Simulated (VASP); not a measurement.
# HfC (Fm-3m) in VASP: further runs, part 2 of 2

VASP 6.6.1.

## (3) Single point, PBE

This run uses another cell than the first one, of 12.58 Å³/atom, 1.031 times its volume.

The input, INCAR:

```
SYSTEM = HfC
ALGO = Normal ; EDIFF = 1E-6
ENCUT = 520 ; GGA = PE
ISIF = 2 ; ISMEAR = 0
LASPH = .TRUE. ; LCHARG = .TRUE.
LELF = .TRUE. ; LREAL = .FALSE.
LVHAR = .TRUE. ; LWAVE = .FALSE.
NBANDS = 14 ; NELM = 80
PREC = Accurate ; SIGMA = 0.1
```

The input, KPOINTS:

```
k-points
0
G
  16 16 16
  0 0 0
```

The input, POSCAR:

```
HfC
1.0
    0.0000000000      2.3257467213      2.3257467213
    2.3257467213      0.0000000000      2.3257467213
    2.3257467213      2.3257467213      0.0000000000
Hf C
1 1
Direct
    0.5000000000      0.5000000000      0.5000000000
    0.0000000000      0.0000000000      0.0000000000
```

Potentials or basis: VASP PAW PBE potentials, release 64 (Hf_pv, C).

Started as:

```console
$ cat potpaw_PBE.64/Hf_pv/POTCAR potpaw_PBE.64/C/POTCAR > POTCAR
$ mpirun -np 1 vasp_std > vasp.out
```

OUTCAR:

```text
SYSTEM = HfC
   EDIFF = 1E-6
   ENCUT = 520
   GGA = PE
   ISIF = 2
   ISMEAR = 0
   LASPH = .TRUE.
   LREAL = .FALSE.
   NELM = 80
   PREC = Accurate

 ion  position               nearest neighbor table
   1  0.500  0.500  0.500-   2 2.33   2 2.33   2 2.33   2 2.33   2 2.33   2 2.33
   2  0.000  0.000  0.000-   1 2.33   1 2.33   1 2.33   1 2.33   1 2.33   1 2.33

  LATTYP: Found a face centered cubic cell.
 ALAT       =     4.6514934426

  Lattice vectors:

 A1 = (   0.0000000000,   2.3257467213,   2.3257467213)
 A2 = (   2.3257467213,   0.0000000000,   2.3257467213)
 A3 = (   2.3257467213,   2.3257467213,   0.0000000000)

Analysis of symmetry for initial positions (statically):
=====================================================================
 Subroutine PRICEL returns:
 Original cell was already a primitive cell.

 Routine SETGRP: Setting up the symmetry group for a
 face centered cubic supercell.

 Subroutine GETGRP returns: Found 48 space group operations
 (whereof 48 operations were pure point group operations)
 out of a pool of 48 trial point group operations.

The static configuration has the point symmetry O_h .

Analysis of symmetry for dynamics (positions and initial velocities):
[... 165 lines left out ...]

 k-point     1 :       0.0000    0.0000    0.0000
  band No.  band energies     occupation
      1     -23.6312      2.00000
      2     -23.6312      2.00000
      3     -23.6312      2.00000
      4      -6.3581      2.00000
      5       6.9459      0.00000
      6       6.9459      0.00000
      7       6.9459      0.00000
      8       7.3369      0.00000
      9       7.3369      0.00000
     10       7.3369      0.00000
     11       9.3334      0.00000
     12       9.3334      0.00000
     13      12.7630      0.00000
     14      16.9438      0.00000
[... 377 lines left out ...]
      1     -23.6964      2.00000
      2     -23.6492      2.00000
      3     -23.6331      2.00000
      4      -6.0997      2.00000
      5       5.5588      2.00000
      6       5.8626      1.62211
      7       5.9803      0.43339
      8       7.4978      0.00000
      9       8.1482      0.00000
     10       8.1548      0.00000
     11       9.9210      0.00000
     12      10.8176      0.00000
     13      13.3647      0.00000
     14      17.6644      0.00000

 [... further k-points ...]
[... 5 lines left out ...]
  --------------------------------------------------------------------------------------
  -------------------------------------------------------------------------------------
  Total       -0.1048248     -0.1048248     -0.1048248      0.0000000     -0.0000000     -0.0000000
  in kB       -6.6750935     -6.6750935     -6.6750935      0.0000000     -0.0000000     -0.0000000
  external PRESSURE =      -6.6750935 kB  Pullay stress =       0.0000000 kB

 VOLUME and BASIS-vectors are now :
 -----------------------------------------------------------------------------
  energy-cutoff  :      520.00
  volume of cell :       25.16
      direct lattice vectors                 reciprocal lattice vectors
     0.000000000  2.325746721  2.325746721    -0.214984717  0.214984717  0.214984717
     2.325746721  0.000000000  2.325746721     0.214984717 -0.214984717  0.214984717
     2.325746721  2.325746721  0.000000000     0.214984717  0.214984717 -0.214984717

 POSITION                                       TOTAL-FORCE (eV/Angst)
 -----------------------------------------------------------------------------------
      2.32575      2.32575      2.32575         0.000000      0.000000     -0.000000
      0.00000      0.00000      0.00000        -0.000000     -0.000000      0.000000
 -----------------------------------------------------------------------------------
    total drift:                                0.000000     -0.000000      0.000000

  FREE ENERGIE OF THE ION-ELECTRON SYSTEM (eV)
  ---------------------------------------------------
  free  energy   TOTEN  =       -21.0458431381 eV

  energy  without entropy=      -21.0437186385  energy(sigma->0) =      -21.04478089
```

OSZICAR:

```text
N       E                     dE             d eps       ncg     rms          rms(c)
DAV:   1     0.231909288345E+02    0.23191E+02   -0.77447E+03  4068   0.984E+02
DAV:   2    -0.226589855541E+02   -0.45850E+02   -0.42976E+02  5294   0.201E+02
DAV:   3    -0.242206753230E+02   -0.15617E+01   -0.15566E+01  4822   0.268E+01
DAV:   4    -0.242275420848E+02   -0.68668E-02   -0.68663E-02  4880   0.221E+00
DAV:   5    -0.242275847699E+02   -0.42685E-04   -0.42685E-04  4726   0.156E-01    0.568E+01
DAV:   6    -0.211155571498E+02    0.31120E+01   -0.12030E+01  4384   0.182E+01    0.409E+01
DAV:   7    -0.210615765984E+02    0.53981E-01   -0.55352E-01  5116   0.521E+00    0.249E+01
DAV:   8    -0.210525537217E+02    0.90229E-02   -0.73303E-02  4768   0.218E+00    0.647E+00
DAV:   9    -0.210460801252E+02    0.64736E-02   -0.22067E-02  4564   0.889E-01    0.210E+00
DAV:  10    -0.210458475684E+02    0.23256E-03   -0.12614E-03  5046   0.267E-01    0.570E-02
DAV:  11    -0.210458434996E+02    0.40688E-05   -0.71151E-05  4708   0.692E-02    0.209E-02
DAV:  12    -0.210458431381E+02    0.36142E-06   -0.25738E-06  5154   0.142E-02
   1 F= -.21045843E+02 E0= -.21044781E+02  d E =-.212450E-02
```

Wall time 19 s (1 thread of Intel Xeon Platinum 8488C (Sapphire Rapids), shared host); peak memory 0.18 GiB.

What came out:

```
Free energy            : -21.0458 eV
Pressure               : -0.7 GPa
Band gap on the k mesh : zero (band 7 reaches 6.95 eV, above the bottom of band 8 at 5.52 eV)
```

Caveat: spin-orbit coupling is left out, which moves the levels of the heavy elements.

## (4) Single point, PBE (volume scaled by 1.03)

The input, INCAR:

```
PREC = Accurate
ENCUT = 520
EDIFF = 1E-6
ISMEAR = 0
SIGMA = 0.1
LREAL = False
LASPH = True
NELM = 60
ALGO = Normal
ISIF = 2
LWAVE = False
LCHARG = False
GGA = PE
NBANDS = 14
```

The input, KPOINTS:

```
Automatic mesh
0
Gamma
  16 16 16
```

The input, POSCAR:

```
HfC
1.0
    0.0000000000      2.3487754142      2.3487754142
    2.3487754142      0.0000000000      2.3487754142
    2.3487754142      2.3487754142      0.0000000000
Hf C
1 1
Direct
    0.5000000000      0.5000000000      0.5000000000
    0.0000000000      0.0000000000      0.0000000000
```

Started as:

```console
$ cat potpaw_PBE.64/Hf_pv/POTCAR potpaw_PBE.64/C/POTCAR > POTCAR
$ mpirun -np 1 vasp_std > vasp.out
```

Run time: 47 s. Hardware: 1 thread of Intel Xeon Platinum 8488C (Sapphire Rapids), shared host; peak memory 0.2 GiB.

Results (log left out):

| Item | Value |
| --- | --- |
| Free energy | -21.0270 eV |
| Pressure | -7.3 GPa |
| Band gap on the k mesh | zero (band 7 reaches 6.71 eV, above the bottom of band 8 at 5.30 eV) |

Levels at points of the mesh, in eV from the Fermi level:
| k point | band 4 | band 5 | band 6 | band 7 | band 8 | band 9 | band 10 | band 11 |
| --- | --- | --- | --- | --- | --- | --- | --- | --- |
| (0.00, 0.00, 0.00) | -12.14 | 1.00 | 1.00 | 1.00 | 1.40 | 1.40 | 1.40 | 3.31 |
| (0.50, 0.00, 0.00) | -8.57 | -5.98 | -2.86 | -2.86 | 5.16 | 5.16 | 5.60 | 6.42 |
| (0.50, 0.50, 0.00) | -10.25 | -2.59 | -1.65 | -0.11 | -0.11 | 5.15 | 6.51 | 6.51 |

Caveat: the cell differs from its parent crystal (volume scaled by 1.03); spin-orbit coupling is left out, which moves the levels of the heavy elements.

## (5) Single point, PBE (volume scaled by 1.06)

The input, INCAR:

```
  PREC = Accurate
  ENCUT = 520
  EDIFF = 1E-7
  ISMEAR = 0
  SIGMA = 0.1
  LREAL = False
  LASPH = True
  NELM = 80
  ALGO = Normal
  ISIF = 2
  LWAVE = False
  LCHARG = True
  GGA = PE
  LELF = True
  LVHAR = True
  NBANDS = 14
```

The input, KPOINTS:

```
regular mesh
0
Gamma
  16 16 16
```

The input, POSCAR:

```
HfC
1.0
    0.0000000000      2.3713611787      2.3713611787
    2.3713611787      0.0000000000      2.3713611787
    2.3713611787      2.3713611787      0.0000000000
Hf C
1 1
Direct
    0.5000000000      0.5000000000      0.5000000000
    0.0000000000      0.0000000000      0.0000000000
```

Potentials or basis: VASP PAW PBE potentials, release 64 (Hf_pv, C).

Started as:

```console
$ cat potpaw_PBE.64/Hf_pv/POTCAR potpaw_PBE.64/C/POTCAR > POTCAR
$ mpirun -np 1 vasp_std > vasp.out
```

OUTCAR:

```text
PREC = Accurate
   ENCUT = 520
   EDIFF = 1E-7
   ISMEAR = 0
   LREAL = False
   LASPH = True
   NELM = 80
   ISIF = 2
   GGA = PE

 ion  position               nearest neighbor table
   1  0.500  0.500  0.500-   2 2.37   2 2.37   2 2.37   2 2.37   2 2.37   2 2.37
   2  0.000  0.000  0.000-   1 2.37   1 2.37   1 2.37   1 2.37   1 2.37   1 2.37

  LATTYP: Found a face centered cubic cell.
 ALAT       =     4.7427223574

  Lattice vectors:

 A1 = (   0.0000000000,   2.3713611787,   2.3713611787)
 A2 = (   2.3713611787,   0.0000000000,   2.3713611787)
 A3 = (   2.3713611787,   2.3713611787,   0.0000000000)

Analysis of symmetry for initial positions (statically):
=====================================================================
 Subroutine PRICEL returns:
 Original cell was already a primitive cell.

 Routine SETGRP: Setting up the symmetry group for a
 face centered cubic supercell.

 Subroutine GETGRP returns: Found 48 space group operations
 (whereof 48 operations were pure point group operations)
 out of a pool of 48 trial point group operations.

The static configuration has the point symmetry O_h .

Analysis of symmetry for dynamics (positions and initial velocities):
=====================================================================
 Subroutine PRICEL returns:
 Original cell was already a primitive cell.

 Routine SETGRP: Setting up the symmetry group for a
 face centered cubic supercell.

 Subroutine GETGRP returns: Found 48 space group operations
 (whereof 48 operations were pure point group operations)
 out of a pool of 48 trial point group operations.

The dynamic configuration has the point symmetry O_h .

 Subroutine INISYM returns: Found 48 space group operations
 (whereof 48 operations are pure point group operations),
 and found     1 'primitive' translations

----------------------------------------------------------------------------------------

                                     Primitive cell

  volume of cell :      26.6700
[... 114 lines left out ...]
   GGA     = PE    functional components
   LHFCALC =     F    Hartree Fock is set to
   AEXX    =    0.0000 exact exchange contribution
   IVDW    =     0    specifies the selected vdW correction
   LEPSILON=     F    determine dielectric tensor
   LRPA    =     F    only Hartree local field effects (RPA)
 non-spin polarized calculation
 Gauss-broadening in eV      SIGMA  =   0.10
  energy-cutoff  :      520.00
  volume of cell :       26.67
 maximum number of plane-waves:       730
 NGX is ok and might be reduce to    28
   NGX = 13   NGY = 13   NGZ = 13

 number of electron      14.0000000 magnetization

 Free energy of the ion-electron system (eV)
  ---------------------------------------------------
  ext. energy  EPLUGINS =         0.00000000
  ---------------------------------------------------
  free energy    TOTEN  =       -20.97936261 eV

  energy without entropy =      -20.97741117  energy(sigma->0) =      -20.97838689

 E-fermi :   5.4912     XC(G=0): -11.9955

 val. band max:        5.4687115454   @ k =   0.5000   0.4375   0.0000
 cond. band min:       5.5052813826   @ k =   0.0625   0.0625   0.0000
 fundamental gap:      0.0365698372
 Fermi energy:         5.4911721109

 k-point     1 :       0.0000    0.0000    0.0000
  band No.  band energies     occupation
      1     -24.3549      2.00000
      2     -24.3549      2.00000
      3     -24.3549      2.00000
      4      -6.5029      2.00000
      5       6.4754      0.00000
      6       6.4754      0.00000
      7       6.4754      0.00000
      8       6.8730      0.00000
      9       6.8730      0.00000
     10       6.8730      0.00000
     11       8.7109      0.00000
     12       8.7109      0.00000
     13      11.6485      0.00000
     14      16.3344      0.00000
[... 377 lines left out ...]
      1     -24.4063      2.00000
      2     -24.3693      2.00000
      3     -24.3567      2.00000
      4      -6.2668      2.00000
      5       5.1401      2.00000
      6       5.4552      1.38916
      7       5.5683      0.27544
      8       7.0235      0.00000
      9       7.6295      0.00000
     10       7.6354      0.00000
     11       9.2468      0.00000
     12      10.1046      0.00000
     13      12.2723      0.00000
     14      16.9995      0.00000

 [... further k-points ...]
[... 5 lines left out ...]
  --------------------------------------------------------------------------------------
  -------------------------------------------------------------------------------------
  Total       -2.1518152     -2.1518152     -2.1518152      0.0000000      0.0000000     -0.0000000
  in kB     -129.2684186   -129.2684186   -129.2684186      0.0000000      0.0000000     -0.0000000
  external PRESSURE =    -129.2684186 kB  Pullay stress =       0.0000000 kB

 VOLUME and BASIS-vectors are now :
 -----------------------------------------------------------------------------
  energy-cutoff  :      520.00
  volume of cell :       26.67
      direct lattice vectors                 reciprocal lattice vectors
     0.000000000  2.371361179  2.371361179    -0.210849366  0.210849366  0.210849366
     2.371361179  0.000000000  2.371361179     0.210849366 -0.210849366  0.210849366
     2.371361179  2.371361179  0.000000000     0.210849366  0.210849366 -0.210849366

 POSITION                                       TOTAL-FORCE (eV/Angst)
 -----------------------------------------------------------------------------------
      2.37136      2.37136      2.37136        -0.000000     -0.000000      0.000000
      0.00000      0.00000      0.00000         0.000000      0.000000      0.000000
 -----------------------------------------------------------------------------------
    total drift:                                0.000000      0.000000      0.000000

  FREE ENERGIE OF THE ION-ELECTRON SYSTEM (eV)
  ---------------------------------------------------
  free  energy   TOTEN  =       -20.9793626123 eV

  energy  without entropy=      -20.9774111674  energy(sigma->0) =      -20.97838689
```

It took 49 s on 1 thread of Intel Xeon Platinum 8488C (Sapphire Rapids), shared host; peak memory 0.2 GiB.

Results:

| Quantity | Value |
| --- | --- |
| Free energy | -20.9794 eV |
| Pressure | -12.9 GPa |
| Band gap on the k mesh | zero (band 7 reaches 6.48 eV, above the bottom of band 8 at 5.11 eV) |

Caveat: the cell differs from its parent crystal (volume scaled by 1.06); spin-orbit coupling is left out, which moves the levels of the heavy elements.

## (6) Summary

```tsv
cell	gap on the mesh (eV)	pressure (GPa)
a = 3.256 Å, angles 60.0°, 2 atoms	none	7.0
a = 3.289 Å, angles 60.0°, 2 atoms	none	-0.7
a = 3.322 Å, angles 60.0°, 2 atoms	none	-7.3
a = 3.354 Å, angles 60.0°, 2 atoms	none	-12.9
```

Alike in all rows: task single point; level PBE; potentials or basis VASP PAW PBE potentials, release 64 (Hf_pv, C); no spin polarisation; k mesh 16 × 16 × 16; cutoff (eV) 520; smearing gaussian 0.1 eV.

Caveats: spin-orbit coupling is left out, which moves the levels of the heavy elements.

Total energies depend on the potentials used, so only differences within one code and one set of settings carry meaning.
